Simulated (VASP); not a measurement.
Input of a VASP 6.6.1 run:

The input INCAR:

```
ALGO = Normal
EDIFF = 1E-6
EDIFFG = -0.001
ENCUT = 600
GGA = PS
IBRION = 2
ISIF = 3
ISMEAR = 0
LASPH = T
LCHARG = F
LREAL = F
LWAVE = F
NELM = 80
NSW = 80
PREC = Accurate
PSTRESS = 250.0
SIGMA = 0.01
```

KPOINTS

```
k-points
0
Gamma
  8 8 8
```

The input POSCAR:

```
NaH
1.0
    0.0000000000      2.3956887629      2.3956887629
    2.3956887629      0.0000000000      2.3956887629
    2.3956887629      2.3956887629      0.0000000000
Na H
1 1
Direct
    0.0000000000      0.0000000000      0.0000000000
    0.5000000000      0.5000000000      0.5000000000
```

Potentials or basis: VASP PAW PBE potentials, release 64 (Na_pv, H).

Launch:

```sh
$ cat potpaw_PBE.64/Na_pv/POTCAR potpaw_PBE.64/H/POTCAR > POTCAR
$ mpirun -np 1 vasp_std > vasp.out
```

(1) What does it give for the relaxed volume?

(2) Predict the space group after relaxing (to 0.05 Å).

(3) Predict the relaxed cell.

Results:

(1) 8.81 Å³/atom.

(2) Fm-3m (No. 225).

(3) a = 2.921 Å, b = 2.921 Å, c = 2.921 Å, α = 60.00°, β = 60.00°, γ = 60.00°.

Caveat: the cell is relaxed towards a set pressure, so the enthalpy falls and the energy may rise; the volume moved by over 15 % at a fixed basis, so the end points are rough; the PAW data sets were made with another functional, which shifts forces and pressure a little.
